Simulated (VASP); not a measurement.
Write the native input for VASP 6.6.1 that does the following.

| Item | Value |
| --- | --- |
| Task | relaxation of the atoms |
| Functional | PBEsol |
| Potentials or basis | VASP PAW PBE potentials, release 64 (Si, Ni) |
| Cutoff | 520 eV |
| k mesh | 8 × 8 × 8 |
| Occupations | gaussian, width 0.1 eV |
| Spin | no spin polarisation |
| Dipole correction | no |
| Further INCAR settings | ALGO = Normal; EDIFF = 1e-06; IBRION = 2; EDIFFG = -0.01; NSW = 50 |

The structure of SiNi lies in POSCAR:

```
SiNi
1.0
    4.3767681475      0.0000000000      0.0000000000
    0.0000000000      4.3767681475      0.0000000000
    0.0000000000      0.0000000000      4.3767681475
Si Ni
4 4
Direct
    0.8466385742      0.8466385742      0.8466385742
    0.6533614258      0.1533614258      0.3466385742
    0.3466385742      0.6533614258      0.1533614258
    0.1533614258      0.3466385742      0.6533614258
    0.1495841998      0.1495841998      0.1495841998
    0.3504158002      0.8504158002      0.6495841998
    0.6495841998      0.3504158002      0.8504158002
    0.8504158002      0.6495841998      0.3504158002
```

These files were run (other wordings do the same):

INCAR

```
SYSTEM = SiNi
PREC = Accurate
ENCUT = 520
EDIFF = 1E-6
ISMEAR = 0
SIGMA = 0.1
LREAL = .False.
LASPH = .True.
NELM = 80
ALGO = Normal
ISIF = 2
LWAVE = .False.
LCHARG = .False.
GGA = PS
IBRION = 2
NSW = 50
EDIFFG = -0.01
```

KPOINTS

```
Automatic mesh
0
Gamma
  8 8 8
  0 0 0
```

Potentials or basis: VASP PAW PBE potentials, release 64 (Si, Ni).

Command:

```sh
$ cat potpaw_PBE.64/Si/POTCAR potpaw_PBE.64/Ni/POTCAR > POTCAR
$ mpirun -np 1 vasp_std > vasp.out
```

It gave:

```yaml
Energy_gained_by_relaxing: 0.0 meV/atom
Ionic_steps: 3
Pressure_after_relaxing: 14.6 GPa
Largest_force_after_relaxing: 0.006 eV/Å
Band_gap_on_the_k_mesh: zero (bands 28 and 29 overlap by 1.34 eV)
```

Caveat: the PAW data sets were made with another functional, which shifts forces and pressure a little.

Wall time 88 s on 1 thread of Intel(R) Xeon(R) 6975P-C (Granite Rapids) (shared host), peak memory 0.26 GiB.
